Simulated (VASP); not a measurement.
A run of VASP 6.6.1:

File INCAR:

```
PREC     = Accurate       # precision mode
ENCUT    = 600            # plane-wave cutoff, eV
EDIFF    = 1E-7           # SCF threshold, eV
ISMEAR   = 0              # smearing method
SIGMA    = 0.1            # smearing width, eV
LREAL    = False          # projectors in reciprocal space
LASPH    = True           # aspherical terms in the spheres
NELM     = 60             # most SCF steps
ALGO     = Normal         # electronic algorithm
ISIF     = 3              # what is computed and relaxed
LWAVE    = False          # write WAVECAR
LCHARG   = False          # write CHGCAR
GGA      = PE             # functional
IBRION   = 2              # ionic algorithm
NSW      = 100            # ionic steps
EDIFFG   = -0.01          # ionic threshold
```

File KPOINTS:

```
Automatic mesh
0
Gamma
  6 6 6
```

Contents of POSCAR:

```
Al4BSbP2
1.0
    0.0000000000      3.8537157268      5.8737595871
    3.6914701656      0.0000000000      5.8737595871
    3.6914701656      3.8537157268      0.0000000000
Al B Sb P
4 1 1 2
Direct
    0.1700276379      0.5762329255      0.4237670745
    0.8342654273      0.4304333020      0.1657345727
    0.5762329255      0.1700276379      0.8299723621
    0.4304333020      0.8342654273      0.5695666980
    0.4972178389      0.4972178389      0.5027821611
    0.9942676981      0.9942676981      0.0057323019
    0.7488966325      0.7488966325      0.7511033675
    0.2488966325      0.2488966325      0.2511033675
```

Potentials or basis: VASP PAW PBE potentials, release 64 (Al, B, Sb, P).

Launch:

```bash
$ cat potpaw_PBE.64/Al/POTCAR potpaw_PBE.64/B/POTCAR potpaw_PBE.64/Sb/POTCAR potpaw_PBE.64/P/POTCAR > POTCAR
$ mpirun -np 1 vasp_std > vasp.out
```

Hardware: 1 thread of Intel Xeon 8259CL, with other jobs on the host.

Q: How long does it take, and how much memory?

A: It took 42 min on 1 thread of Intel Xeon 8259CL, with other jobs on the host, peak memory 0.55 GiB. Counts: scf iterations 90, k points 46, ion steps 13.
